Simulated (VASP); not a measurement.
Wanted: the native input for a VASP 6.6.1 run.

| Quantity | Value |
| --- | --- |
| Task | relaxation of cell and atoms |
| Functional | r2SCAN |
| Potentials or basis | VASP PAW PBE potentials, release 64 (Tc_pv) |
| Cutoff | 600 eV |
| k mesh | 12 × 12 × 12 |
| Occupations | fermi-dirac, width 0.05 eV |
| Spin | no spin polarisation |
| Target pressure | 2 GPa |
| Dipole correction | no |
| Further INCAR settings | ALGO = Normal; EDIFF = 1e-06; IBRION = 2; EDIFFG = -0.01; NSW = 60; ISIF = 3 |

The system is Tc.

```xyz
1
Lattice="0.0000 1.9500 1.9500 1.9500 0.0000 1.9500 1.9500 1.9500 0.0000" Properties=species:S:1:pos:R:3 pbc="T T T"
Tc    0.0000    0.0000    0.0000
```

One way to write it, as run:

POSCAR

```
Tc
1.0
    0.0000000000      1.9500000000      1.9500000000
    1.9500000000      0.0000000000      1.9500000000
    1.9500000000      1.9500000000      0.0000000000
Tc
1
Direct
    0.0000000000      0.0000000000      0.0000000000
```

INCAR.step1

```
SYSTEM = Tc
ALGO     = Normal         ! electronic algorithm
EDIFF    = 1E-4           ! SCF threshold, eV
ENCUT    = 600            ! plane-wave cutoff, eV
GGA      = PE             ! functional
ISMEAR   = -1             ! smearing method
LASPH    = .True.         ! aspherical terms in the spheres
LCHARG   = .False.        ! write CHGCAR
LREAL    = .False.        ! projectors in reciprocal space
LWAVE    = .True.         ! write WAVECAR
NELM     = 100            ! most SCF steps
PREC     = Accurate       ! precision mode
SIGMA    = 0.05           ! smearing width, eV
```

INCAR.step2

```
SYSTEM = Tc
ALGO     = Normal         ! electronic algorithm
EDIFF    = 1E-6           ! SCF threshold, eV
EDIFFG   = -0.01          ! ionic threshold
ENCUT    = 600            ! plane-wave cutoff, eV
IBRION   = 2              ! ionic algorithm
ISIF     = 3              ! what is computed and relaxed
ISMEAR   = -1             ! smearing method
ISTART   = 1            
LASPH    = .True.         ! aspherical terms in the spheres
LCHARG   = .False.        ! write CHGCAR
LMIXTAU  = .True.       
LREAL    = .False.        ! projectors in reciprocal space
LWAVE    = .False.        ! write WAVECAR
METAGGA  = R2SCAN         ! meta-GGA
NELM     = 100            ! most SCF steps
NSW      = 60             ! ionic steps
PREC     = Accurate       ! precision mode
PSTRESS  = 20.0         
SIGMA    = 0.05           ! smearing width, eV
```

KPOINTS

```
k-points
0
Gamma
  12 12 12
  0 0 0
```

Potentials or basis: VASP PAW PBE potentials, release 64 (Tc_pv).

The run is started by

```console
$ cat potpaw_PBE.64/Tc_pv/POTCAR > POTCAR
$ cp INCAR.step1 INCAR
$ mpirun -np 1 vasp_std > vasp.out
$ cp INCAR.step2 INCAR
$ mpirun -np 1 vasp_std > vasp.out
```

Results of the run:

```json
{
 "Relaxed volume": "14.23 Å³/atom",
 "Relaxed cell": "a = 2.720 Å, b = 2.720 Å, c = 2.720 Å, α = 60.00°, β = 60.00°, γ = 60.00°",
 "Space group after relaxing (to 0.05 Å)": "Fm-3m (No. 225)",
 "Energy change on relaxing (the enthalpy is what falls)": "-17.0 meV/atom",
 "Ionic steps": "4",
 "Pressure after relaxing": "1.9 GPa"
}
```

Caveat: the cell is relaxed towards a set pressure, so the enthalpy falls and the energy may rise; the PAW data sets were made with another functional, which shifts forces and pressure a little.

Wall time 110 s on 1 thread of Intel(R) Xeon(R) Platinum 8259CL CPU @ 2.50GHz (Skylake/Cascade Lake), on a shared host, peak memory 0.16 GiB.
